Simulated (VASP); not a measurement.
Al2BP3: relaxation of cell and atoms with PBE

Al2BP3:

```
Al B P
1.0
     3.59488    0.00000    0.00000
    -1.79744    3.11326    0.00000
     0.00000    0.00000   17.70172
Al B P
4 2 6
Direct
  0.33333 0.66667 0.00002
  0.33333 0.66667 0.66669
  0.66667 0.33333 0.16669
  0.66667 0.33333 0.50002
  0.33333 0.66667 0.33336
  0.66667 0.33333 0.83336
  0.33333 0.66667 0.12498
  0.33333 0.66667 0.45831
  0.33333 0.66667 0.79164
  0.66667 0.33333 0.29164
  0.66667 0.33333 0.62498
  0.66667 0.33333 0.95831
```

- Program: VASP 6.6.1
- Task: relaxation of cell and atoms
- Functional: PBE
- Potentials or basis: VASP PAW PBE potentials, release 64 (Al, B, P)
- Cutoff: 600 eV
- k mesh: 6 × 6 × 1
- Occupations: gaussian, width 0.1 eV
- Spin: no spin polarisation
- Dipole correction: no
- Further INCAR settings: ALGO = Normal; EDIFF = 1e-06; IBRION = 2; EDIFFG = -0.04; NSW = 90; ISIF = 3

| Property | Result |
| --- | --- |
| Relaxed volume | 17.80 Å³/atom |
| Relaxed cell | a = 3.654 Å, b = 3.654 Å, c = 18.473 Å, α = 90.00°, β = 90.00°, γ = 120.00° |
| Space group after relaxing (to 0.05 Å) | P6_3mc (No. 186) |
| Energy gained by relaxing | 184.5 meV/atom |
| Ionic steps | 10 |
| Pressure after relaxing | 0.0 GPa |
| Largest force after relaxing | 0.010 eV/Å |
| Band gap on the k mesh | 0.92 eV, indirect (least direct gap 0.99 eV) |

Forces in eV/Å, atoms in the order of the input:
```
Al   0.000  0.000  0.006
Al   0.000  0.000 -0.010
Al   0.000  0.000 -0.010
Al   0.000  0.000  0.006
B    0.000  0.000 -0.002
B    0.000  0.000 -0.002
P    0.000  0.000  0.009
P    0.000  0.000  0.003
P    0.000  0.000 -0.005
P    0.000  0.000 -0.005
P    0.000  0.000  0.009
P    0.000  0.000  0.003
```

Stress tensor (GPa, compression positive):
```
-0.01  0.00  0.00
 0.00 -0.01  0.00
 0.00  0.00  0.11
```

Step by step:
| step | energy change (eV) | largest force (eV/Å) | pressure (GPa) | volume (Å³) |
| --- | --- | --- | --- | --- |
| 1 | 0.0000 | 3.6165 | 12.07 | 198.11 |
| 2 | -1.3152 | 1.0980 | -7.41 | 235.94 |
| 3 | -1.6296 | 1.3501 | -2.93 | 223.11 |
| 4 | -2.0474 | 0.7708 | -1.32 | 217.93 |
| 5 | -2.1258 | 0.6170 | 0.06 | 214.73 |
| 6 | -2.2074 | 0.2548 | 0.30 | 213.34 |
| 7 | -2.2074 | 0.2560 | 0.29 | 213.37 |
| 8 | -2.2130 | 0.0960 | -0.32 | 214.32 |
| 9 | -2.2136 | 0.0644 | -0.18 | 214.09 |
| 10 | -2.2145 | 0.0104 | 0.03 | 213.56 |

Final structure:
```
Al B P
1.0
     3.65366    0.00000    0.00000
    -1.82683    3.16416    0.00000
     0.00000    0.00000   18.47260
Al B P
4 2 6
Direct
  0.33333 0.66667 0.99512
  0.33333 0.66667 0.67323
  0.66667 0.33333 0.17323
  0.66667 0.33333 0.49512
  0.33333 0.66667 0.33658
  0.66667 0.33333 0.83658
  0.33333 0.66667 0.12286
  0.33333 0.66667 0.44441
  0.33333 0.66667 0.80280
  0.66667 0.33333 0.30280
  0.66667 0.33333 0.62286
  0.66667 0.33333 0.94441
```

Levels at points of the mesh, in eV from the valence-band top:
| k point | band 20 | band 21 | band 22 | band 23 | band 24 | band 25 | band 26 | band 27 | band 28 | band 29 |
| --- | --- | --- | --- | --- | --- | --- | --- | --- | --- | --- |
| (0.00, 0.00, 0.00) | -0.49 | -0.16 | -0.16 | 0.00 | 0.00 | 0.99 | 1.06 | 2.82 | 2.93 | 2.93 |
| (0.50, 0.00, 0.00) | -2.06 | -2.01 | -1.83 | -1.42 | -1.15 | 0.92 | 1.19 | 1.57 | 1.84 | 2.14 |

Run time: 3.3 min on 1 thread of Intel(R) Xeon(R) 6975P-C (Granite Rapids), on a shared host, peak memory 0.38 GiB.

A k mesh can miss the band edges. PBE gaps usually lie below the measured ones, often by a third to a half.
